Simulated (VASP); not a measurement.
# KMgF3 (Pm-3m) in VASP: a series of runs, part 2 of 3

VASP 6.6.1. Earlier steps stand in the parts before.

**3. Single point, PBEsol**

This run uses another cell than the first one, of 12.72 Å³/atom, 1.065 times its volume.

INCAR reads:

```
PREC = Accurate
ENCUT = 520
EDIFF = 1E-7
ISMEAR = -1
SIGMA = 0.02
LREAL = F
LASPH = T
NELM = 100
ALGO = Normal
ISIF = 2
LWAVE = F
LCHARG = T
GGA = PS
LELF = T
LVHAR = T
NBANDS = 24
```

KPOINTS reads:

```
Automatic mesh
0
Gamma
  8 8 8
```

POSCAR reads:

```
KMgF3
1.0
    3.9918203657      0.0000000000      0.0000000000
    0.0000000000      3.9918203657      0.0000000000
    0.0000000000      0.0000000000      3.9918203657
K Mg F
1 1 3
Direct
    0.5000000000      0.5000000000      0.5000000000
    0.0000000000      0.0000000000      0.0000000000
    0.5000000000      0.0000000000      0.0000000000
    0.0000000000      0.5000000000      0.0000000000
    0.0000000000      0.0000000000      0.5000000000
```

Potentials or basis: VASP PAW PBE potentials, release 64 (K_sv, Mg, F).

Run with:

```sh
cat potpaw_PBE.64/K_sv/POTCAR potpaw_PBE.64/Mg/POTCAR potpaw_PBE.64/F/POTCAR > POTCAR
mpirun -np 1 vasp_std > vasp.out
```

OUTCAR:

```text
PREC = Accurate
   ENCUT = 520
   EDIFF = 1E-7
   ISMEAR = -1
   LREAL = F
   LASPH = T
   NELM = 100
   ISIF = 2
   GGA = PS

 ion  position               nearest neighbor table
   1  0.500  0.500  0.500-   3 2.82   4 2.82   5 2.82   3 2.82   4 2.82   3 2.82   5 2.82   3 2.82
                             4 2.82   5 2.82   4 2.82   5 2.82   2 3.46   2 3.46   2 3.46   2 3.46
   2  0.000  0.000  0.000-   3 2.00   4 2.00   5 2.00   5 2.00   4 2.00   3 2.00   1 3.46   1 3.46
                             1 3.46   1 3.46   1 3.46   1 3.46   1 3.46   1 3.46
   3  0.500  0.000  0.000-   2 2.00   2 2.00   1 2.82   1 2.82   1 2.82   1 2.82
   4  0.000  0.500  0.000-   2 2.00   2 2.00   1 2.82   1 2.82   1 2.82   1 2.82
   5  0.000  0.000  0.500-   2 2.00   2 2.00   1 2.82   1 2.82   1 2.82   1 2.82

  LATTYP: Found a simple cubic cell.
 ALAT       =     3.9918203657

  Lattice vectors:

 A1 = (   3.9918203657,   0.0000000000,   0.0000000000)
 A2 = (   0.0000000000,   3.9918203657,   0.0000000000)
 A3 = (   0.0000000000,   0.0000000000,   3.9918203657)

Analysis of symmetry for initial positions (statically):
=====================================================================
 Subroutine PRICEL returns:
 Original cell was already a primitive cell.

 Routine SETGRP: Setting up the symmetry group for a
 simple cubic supercell.

 Subroutine GETGRP returns: Found 48 space group operations
 (whereof 48 operations were pure point group operations)
 out of a pool of 48 trial point group operations.

The static configuration has the point symmetry O_h .

Analysis of symmetry for dynamics (positions and initial velocities):
=====================================================================
 Subroutine PRICEL returns:
 Original cell was already a primitive cell.

 Routine SETGRP: Setting up the symmetry group for a
 simple cubic supercell.

 Subroutine GETGRP returns: Found 48 space group operations
 (whereof 48 operations were pure point group operations)
 out of a pool of 48 trial point group operations.

The dynamic configuration has the point symmetry O_h .

 Subroutine INISYM returns: Found 48 space group operations
 (whereof 48 operations are pure point group operations),
 and found     1 'primitive' translations

----------------------------------------------------------------------------------------

                                     Primitive cell

  volume of cell :      63.6082

  direct lattice vectors                    reciprocal lattice vectors
     3.991820366  0.000000000  0.000000000     0.250512275  0.000000000  0.000000000
     0.000000000  3.991820366  0.000000000     0.000000000  0.250512275  0.000000000
     0.000000000  0.000000000  3.991820366     0.000000000  0.000000000  0.250512275

  length of vectors
     3.991820366  3.991820366  3.991820366     0.250512275  0.250512275  0.250512275

  position of ions in fractional coordinates (direct lattice)
     0.500000000  0.500000000  0.500000000
     0.000000000  0.000000000  0.000000000
     0.500000000  0.000000000  0.000000000
     0.000000000  0.500000000  0.000000000
     0.000000000  0.000000000  0.500000000

[... 31 lines left out ...]

 Found     35 irreducible k-points:

 Following reciprocal coordinates:
            Coordinates               Weight
  0.000000  0.000000  0.000000      1.000000
  0.125000  0.000000  0.000000      6.000000
  0.250000  0.000000  0.000000      6.000000
  0.375000  0.000000  0.000000      6.000000
  0.500000  0.000000  0.000000      3.000000
  0.125000  0.125000  0.000000     12.000000
[... 16 lines left out ...]
  0.375000  0.375000  0.125000     24.000000
  0.500000  0.375000  0.125000     24.000000
 [... further k-points ...]
   k-points           NKPTS =     35   k-points in BZ     NKDIM =     35   number of bands    NBANDS=     24
   number of dos      NEDOS =    301   number of ions     NIONS =      5
   total plane-waves  NPLWV =  27000
   dimension x,y,z NGX =    30 NGY =   30 NGZ =   30
   dimension x,y,z NGXF=    60 NGYF=   60 NGZF=   60
   ions per type =               1   1   3
   NGX,Y,Z   is equivalent  to a cutoff of  12.49, 12.49, 12.49 a.u.
   NGXF,Y,Z  is equivalent  to a cutoff of  24.99, 24.99, 24.99 a.u.
 SYSTEM =  unknown system
   PREC   = accura    normal or accurate (medium, high low for compatibility)
   ISTART =      0    job   : 0-new  1-cont  2-samecut
   ICHARG =      2    charge: 1-file 2-atom 10-const
   ISPIN  =      1    spin polarized calculation?
   LNONCOLLINEAR =      F non collinear calculations
   LSORBIT =      F    spin-orbit coupling
   LASPH  =      T    aspherical Exc in radial PAW
   ENCUT  =  520.0 eV  38.22 Ry    6.18 a.u.   7.42  7.42  7.42*2*pi/ulx,y,z
   NELM   =    100;   NELMIN=  2; NELMDL= -5     # of ELM steps
   EDIFF  = 0.1E-06   stopping-criterion for ELM
   LREAL  =      F    real-space projection
   EDIFFG = 0.1E-05   stopping-criterion for IOM
   NSW    =      0    number of steps for IOM
   IBRION =     -1    ionic relax: 0-MD 1-quasi-New 2-CG
   NFREE  =      0    steps in history (QN), initial steepest desc. (CG)
   ISIF   =      2    stress and relaxation
   ISYM   =      2    0-nonsym 1-usesym 2-fastsym
   POTIM  = 0.5000    time-step for ionic-motion
   TEBEG  =    0.0;   TEEND  =   0.0 temperature during run
   PSTRESS=    0.0 pullay stress
   NELECT =      32.0000    total number of electrons
   NUPDOWN=      -1.0000    fix difference up-down
   EMIN   =  10.00;   EMAX   =-10.00  energy-range for DOS
   EFERMI =   0.00;   METHOD = LEGACY
   ISMEAR =    -1;   SIGMA  =   0.02  broadening in eV -4-tet -1-fermi 0-gaus
   EFERMI_NEDOS =   21; number of points for ismear=-14 and -15
   IALGO  =     38    algorithm
   IMIX   =      4    mixing-type and parameters
     AMIX     =   0.40;   BMIX     =  1.00
     AMIX_MAG =   1.60;   BMIX_MAG =  1.00
  volume/ion in A,a.u.               =      12.72        85.85
  Fermi-wavevector in a.u.,A,eV,Ry     =   1.302029  2.460477 23.065662  1.695278
  Thomas-Fermi vector in A             =   2.433123
   LORBIT       =      0    0 simple, 1 ext, 2 COOP (PROOUT), +10 PAW based schemes
   GGA     = PS    functional components
   LHFCALC =     F    Hartree Fock is set to
   AEXX    =    0.0000 exact exchange contribution
   IVDW    =     0    specifies the selected vdW correction
   LEPSILON=     F    determine dielectric tensor
   LRPA    =     F    only Hartree local field effects (RPA)
 non-spin polarized calculation
  energy-cutoff  :      520.00
  volume of cell :       63.61
 maximum number of plane-waves:      1747
 NGX is ok and might be reduce to    30
   NGX = 15   NGY = 15   NGZ = 15

 number of electron      31.9999958 magnetization

 Free energy of the ion-electron system (eV)
  ---------------------------------------------------
  ext. energy  EPLUGINS =         0.00000000
  ---------------------------------------------------
  free energy    TOTEN  =       -25.26305009 eV

  energy without entropy =      -25.26305009  energy(sigma->0) =      -25.26305009

 E-fermi :  -1.1844     XC(G=0):  -9.9217

 val. band max:       -1.7288640081   @ k =   0.5000   0.5000   0.5000
 cond. band min:       5.3612608676   @ k =   0.0000   0.0000   0.0000
 fundamental gap:      7.0901248757
 Fermi energy:        -1.1844123777

 k-point     1 :       0.0000    0.0000    0.0000
  band No.  band energies     occupation
      1     -27.2143      2.00000
      2     -21.7283      2.00000
      3     -21.0649      2.00000
      4     -21.0649      2.00000
      5     -10.7783      2.00000
      6     -10.7783      2.00000
[... 637 lines left out ...]
     23      12.4958      0.00000
     24      12.9975      0.00000

 [... further k-points ...]

------------------------ aborting loop because EDIFF is reached ----------------------------------------

  FORCE on cell =-STRESS in cart. coord.  units (eV):
  Direction    XX          YY          ZZ          XY          YZ          ZX
  --------------------------------------------------------------------------------------
  -------------------------------------------------------------------------------------
  Total       -0.1594106     -0.1594106     -0.1594106      0.0000000      0.0000000      0.0000000
  in kB       -4.0152707     -4.0152707     -4.0152707      0.0000000      0.0000000      0.0000000
  external PRESSURE =      -4.0152707 kB  Pullay stress =       0.0000000 kB

 VOLUME and BASIS-vectors are now :
 -----------------------------------------------------------------------------
  energy-cutoff  :      520.00
  volume of cell :       63.61
      direct lattice vectors                 reciprocal lattice vectors
     3.991820366  0.000000000  0.000000000     0.250512275  0.000000000  0.000000000
     0.000000000  3.991820366  0.000000000     0.000000000  0.250512275  0.000000000
     0.000000000  0.000000000  3.991820366     0.000000000  0.000000000  0.250512275

 POSITION                                       TOTAL-FORCE (eV/Angst)
 -----------------------------------------------------------------------------------
      1.99591      1.99591      1.99591         0.000000      0.000000      0.000000
      0.00000      0.00000      0.00000         0.000000      0.000000      0.000000
      1.99591      0.00000      0.00000         0.000000      0.000000      0.000000
      0.00000      1.99591      0.00000         0.000000      0.000000      0.000000
      0.00000      0.00000      1.99591         0.000000      0.000000      0.000000
 -----------------------------------------------------------------------------------
    total drift:                                0.000000     -0.000000      0.000000

  FREE ENERGIE OF THE ION-ELECTRON SYSTEM (eV)
  ---------------------------------------------------
  free  energy   TOTEN  =       -25.2630500855 eV

  energy  without entropy=      -25.2630500855  energy(sigma->0) =      -25.26305009
```

OSZICAR:

```text
N       E                     dE             d eps       ncg     rms          rms(c)
DAV:   1     0.216010951301E+03    0.21601E+03   -0.17268E+04  1752   0.128E+03
DAV:   2    -0.160298659290E+02   -0.23204E+03   -0.22384E+03  2160   0.340E+02
DAV:   3    -0.267363844542E+02   -0.10707E+02   -0.10654E+02  2464   0.675E+01
DAV:   4    -0.271346862029E+02   -0.39830E+00   -0.39825E+00  2216   0.793E+00
DAV:   5    -0.271368038380E+02   -0.21176E-02   -0.21176E-02  2304   0.628E-01    0.813E+00
DAV:   6    -0.252957146187E+02    0.18411E+01   -0.58099E+00  2056   0.173E+01    0.403E+00
DAV:   7    -0.252732176951E+02    0.22497E-01   -0.21810E-01  1992   0.271E+00    0.240E+00
DAV:   8    -0.252633531405E+02    0.98646E-02   -0.66040E-02  2096   0.236E+00    0.297E-01
DAV:   9    -0.252629163465E+02    0.43679E-03   -0.13559E-02  2224   0.804E-01    0.148E-01
DAV:  10    -0.252630763680E+02   -0.16002E-03   -0.80224E-04  2040   0.191E-01    0.110E-01
DAV:  11    -0.252630489949E+02    0.27373E-04   -0.14647E-04  2096   0.912E-02    0.320E-02
DAV:  12    -0.252630500772E+02   -0.10823E-05   -0.21380E-05  2288   0.360E-02    0.320E-03
DAV:  13    -0.252630502377E+02   -0.16048E-06   -0.14857E-06  2232   0.619E-03    0.219E-03
DAV:  14    -0.252630500911E+02    0.14659E-06   -0.19400E-07  1680   0.319E-03    0.919E-04
DAV:  15    -0.252630500855E+02    0.56466E-08   -0.21574E-08  1400   0.118E-03
   1 F= -.25263050E+02 E0= -.25263050E+02  d E =-.590993E-13
```

stdout:

```text
POSCAR found type information on POSCAR K MgF
 POSCAR found :  3 types and       5 ions
 scaLAPACK will be used
 -----------------------------------------------------------------------------
|                                                                             |
|                                                                             |
|     You enforced a specific xc type in the INCAR file but a different       |
|     I HOPE YOU KNOW WHAT YOU ARE DOING!                                     |
|                                                                             |
 -----------------------------------------------------------------------------

 LDA part: xc-table for (Slater+PW92), standard interpolation
 POSCAR, INCAR and KPOINTS ok, starting setup
 FFT: planning ... GRIDC
 FFT: planning ... GRID_SOFT
 FFT: planning ... GRID
 WAVECAR not read
 entering main loop
```

Run time: 34 s. Hardware: 1 thread of Intel Xeon Platinum 8488C (Sapphire Rapids), shared host; peak memory 0.19 GiB.

What came out:

```yaml
Free_energy: -25.2631 eV
Pressure: -0.4 GPa
Band_gap_on_the_k_mesh: 7.09 eV, indirect (least direct gap 7.41 eV)
```

Caveat: the PAW data sets were made with another functional, which shifts forces and pressure a little. A k mesh can miss the band edges.

**4. Single point, PBE**

This run uses another cell than the first one, of 13.33 Å³/atom, 1.116 times its volume.

INCAR reads:

```
  PREC = Accurate
  ENCUT = 520
  EDIFF = 1E-6
  ISMEAR = -1
  SIGMA = 0.02
  LREAL = F
  LASPH = T
  NELM = 60
  ALGO = Normal
  ISIF = 2
  LWAVE = F
  LCHARG = F
  GGA = PE
  NBANDS = 24
```

KPOINTS reads:

```
regular mesh
0
Gamma
  8 8 8
```

Edit POSCAR of step 3 so:

```diff
@@ -2,5 +2,5 @@
 1.0
-    3.9918203657      0.0000000000      0.0000000000
-    0.0000000000      3.9918203657      0.0000000000
-    0.0000000000      0.0000000000      3.9918203657
+    4.0546429108      0.0000000000      0.0000000000
+    0.0000000000      4.0546429108      0.0000000000
+    0.0000000000      0.0000000000      4.0546429108
 K Mg F
```

Run with:

```sh
cat potpaw_PBE.64/K_sv/POTCAR potpaw_PBE.64/Mg/POTCAR potpaw_PBE.64/F/POTCAR > POTCAR
mpirun -np 1 vasp_std > vasp.out
```

Wall time 28 s (1 thread of Intel Xeon Platinum 8488C (Sapphire Rapids), shared host); peak memory 0.2 GiB.

Results (log left out):

```yaml
Free_energy: -24.4498 eV
Pressure: -0.4 GPa
Band_gap_on_the_k_mesh: 6.93 eV, indirect (least direct gap 7.25 eV)
```

Levels at points of the mesh, in eV from the valence-band top:
```tsv
k point	band 12	band 13	band 14	band 15	band 16	band 17	band 18	band 19	band 20	band 21
(0.00, 0.00, 0.00)	-0.58	-0.58	-0.32	-0.32	-0.32	6.93	10.01	10.01	12.10	12.10
(0.50, 0.00, 0.00)	-0.80	-0.80	-0.79	-0.50	-0.50	9.79	9.93	10.98	12.57	12.57
(0.50, 0.50, 0.00)	-0.95	-0.95	-0.85	-0.85	-0.02	10.61	11.44	12.15	12.15	12.61
(0.50, 0.50, 0.50)	-1.07	-1.07	0.00	0.00	0.00	10.24	10.24	10.24	13.56	13.85
```

**5. Single point, r2SCAN**

This run uses another cell than the first one, of 11.89 Å³/atom, 0.995 times its volume.

Edit POSCAR of step 4 so:

```diff
@@ -2,5 +2,5 @@
 1.0
-    4.0546429108      0.0000000000      0.0000000000
-    0.0000000000      4.0546429108      0.0000000000
-    0.0000000000      0.0000000000      4.0546429108
+    3.9023466900      0.0000000000      0.0000000000
+    0.0000000000      3.9023466900      0.0000000000
+    0.0000000000      0.0000000000      3.9023466900
 K Mg F
```

INCAR.step1 reads:

```
SYSTEM = KMgF3
ALGO     = Normal         ! electronic algorithm
EDIFF    = 1E-4           ! SCF threshold, eV
ENCUT    = 520            ! plane-wave cutoff, eV
GGA      = PE             ! functional
ISMEAR   = -1             ! smearing method
LASPH    = .True.         ! aspherical terms in the spheres
LCHARG   = .False.        ! write CHGCAR
LREAL    = .False.        ! projectors in reciprocal space
LWAVE    = .True.         ! write WAVECAR
NBANDS   = 24             ! bands
NELM     = 80             ! most SCF steps
PREC     = Accurate       ! precision mode
SIGMA    = 0.02           ! smearing width, eV
```

INCAR.step2 reads:

```
SYSTEM = KMgF3
ALGO     = Normal         ! electronic algorithm
EDIFF    = 1E-6           ! SCF threshold, eV
ENCUT    = 520            ! plane-wave cutoff, eV
ISIF     = 2              ! what is computed and relaxed
ISMEAR   = -1             ! smearing method
ISTART   = 1            
LASPH    = .True.         ! aspherical terms in the spheres
LCHARG   = .False.        ! write CHGCAR
LMIXTAU  = .True.       
LREAL    = .False.        ! projectors in reciprocal space
LWAVE    = .False.        ! write WAVECAR
METAGGA  = R2SCAN         ! meta-GGA
NBANDS   = 24             ! bands
NELM     = 80             ! most SCF steps
PREC     = Accurate       ! precision mode
SIGMA    = 0.02           ! smearing width, eV
```

KPOINTS reads:

```
k-points
0
Gamma
  8 8 8
  0 0 0
```

Run with:

```sh
cat potpaw_PBE.64/K_sv/POTCAR potpaw_PBE.64/Mg/POTCAR potpaw_PBE.64/F/POTCAR > POTCAR
cp INCAR.step1 INCAR
mpirun -np 1 vasp_std > vasp.out
cp INCAR.step2 INCAR
mpirun -np 1 vasp_std > vasp.out
```

Wall time 1.7 min (1 thread of Intel Xeon Platinum 8488C (Sapphire Rapids), shared host); peak memory 0.19 GiB.

It converged, with:

```yaml
Free_energy: -37.3640 eV
Pressure: 4.7 GPa
Band_gap_on_the_k_mesh: 8.77 eV, indirect (least direct gap 9.09 eV)
```

Levels at points of the mesh, in eV from the valence-band top:
```csv
k point,band 14,band 15,band 16,band 17,band 18,band 19
"(0.00, 0.00, 0.00)",-0.32,-0.32,-0.32,8.77,10.93,10.93
"(0.50, 0.00, 0.00)",-0.94,-0.57,-0.57,11.43,12.07,12.16
"(0.50, 0.50, 0.00)",-0.95,-0.95,-0.02,12.25,12.86,14.07
"(0.50, 0.50, 0.50)",0.00,0.00,0.00,11.63,11.63,11.63
```

Caveat: the PAW data sets were made with another functional, which shifts forces and pressure a little. A k mesh can miss the band edges.

(Continued in part 3 of 3.)
